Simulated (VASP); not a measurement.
Here is a VASP 6.6.1 calculation.

File POSCAR:

```
Na
1.0
   -1.8387234391      1.8387234391      2.6372766800
    1.8387234391     -1.8387234391      2.6372766800
    1.9378587208      1.9378587208     -2.6372766800
Na
1
Direct
    0.0000000000      0.0000000000      0.0000000000
```

INCAR.step1

```
SYSTEM = Na
ALGO = Normal
EDIFF = 1E-4
ENCUT = 520
GGA = PE
ISMEAR = 0
LASPH = .TRUE.
LCHARG = .FALSE.
LREAL = .FALSE.
LWAVE = .TRUE.
NBANDS = 10
NELM = 100
PREC = Accurate
SIGMA = 0.15
```

INCAR.step2

```
SYSTEM = Na
ALGO = Normal
EDIFF = 1E-6
ENCUT = 520
ISIF = 2
ISMEAR = 0
ISTART = 1
LASPH = .TRUE.
LCHARG = .FALSE.
LMIXTAU = .TRUE.
LREAL = .FALSE.
LWAVE = .FALSE.
METAGGA = R2SCAN
NBANDS = 10
NELM = 100
PREC = Accurate
SIGMA = 0.15
```

File KPOINTS:

```
k-points
0
G
  18 18 18
  0 0 0
```

Potentials or basis: VASP PAW PBE potentials, release 64 (Na_pv).

Run with:

```console
$ cat potpaw_PBE.64/Na_pv/POTCAR > POTCAR
$ cp INCAR.step1 INCAR
$ mpirun -np 1 vasp_std > vasp.out
$ cp INCAR.step2 INCAR
$ mpirun -np 1 vasp_std > vasp.out
```

Task: Predict the pressure.

Result: -0.1 GPa.

Stress tensor (GPa, compression positive):
```
-0.12 -0.08  0.00
-0.08 -0.12  0.00
 0.00  0.00 -0.01
```

Caveat: the cell differs from its parent crystal (strain +0.0525 x Voigt [0, 0, 0, 0, 0, 1]); the PAW data sets were made with another functional, which shifts forces and pressure a little.
